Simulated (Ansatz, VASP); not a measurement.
## One calculation of SiC, two programs

Contents of POSCAR:

```
SiC
1.0
   -0.9130227875      1.8260455750      1.8260455750
    1.8260455750     -0.9130227875      1.8260455750
    1.8260455750      1.8260455750     -0.9130227875
Si C
1 1
Direct
    0.0000000000      0.0000000000      0.0000000000
    0.7500000000      0.7500000000      0.7500000000
```

The input INCAR.step1:

```
PREC = Accurate
ENCUT = 520
ISMEAR = 0
SIGMA = 0.05
LREAL = F
LASPH = T
NELM = 100
NBANDS = 11
GGA = PE
ALGO = Normal
EDIFF = 1E-4
LWAVE = T
LCHARG = F
```

The input INCAR.step2:

```
PREC = Accurate
ENCUT = 520
EDIFF = 1E-7
ISMEAR = 0
SIGMA = 0.05
LREAL = F
LASPH = T
NELM = 100
ALGO = Normal
ISIF = 2
LWAVE = F
LCHARG = F
METAGGA = R2SCAN
LMIXTAU = T
NBANDS = 11
ISTART = 1
```

Contents of KPOINTS:

```
Automatic mesh
0
Gamma
  12 12 12
```

Input for Ansatz:

```yaml
crystal:
  lattice:
    - [-0.9130227875, 1.826045575, 1.826045575]
    - [1.826045575, -0.9130227875, 1.826045575]
    - [1.826045575, 1.826045575, -0.9130227875]
  atoms:
    - { symbol: Si, position: [0.0, 0.0, 0.0] }
    - { symbol: C, position: [0.75, 0.75, 0.75] }
basis:
  ecutwfc: 500
kpoints:
  mp_grid: { grid: [12, 12, 12] }
hamiltonian:
  xc: r2scan
scf:
  occupations: { method: gaussian, width: 0.05 }
output:
  forces: true
  stress: true
  eigenvalues: true
```

Alike in both runs: task single point; functional r2SCAN; k mesh 12 × 12 × 12; occupations gaussian, width 0.05 eV; no spin polarisation.

|  | VASP | Ansatz |
| --- | --- | --- |
| version | VASP 6.6.1 | Ansatz 0.2.0 |
| potentials or method | VASP PAW PBE potentials, release 64 (Si, C), cutoff 520 eV | scalar-relativistic, plane waves, PAW |
| valence electrons in the cell | 8 | 8 |

```csv
,VASP,Ansatz,Ansatz less VASP
gap on the k mesh at the Fermi level (eV),none,none,-
rms of the force components (eV/Å),35.943,37.107,+1.1633
```

VASP's potentials were made for PBE, not for r2SCAN. Atom by atom the forces differ by 1.163 eV/Å (rms over components). A gap of «none» marks a metal or a gap that the smearing closes.
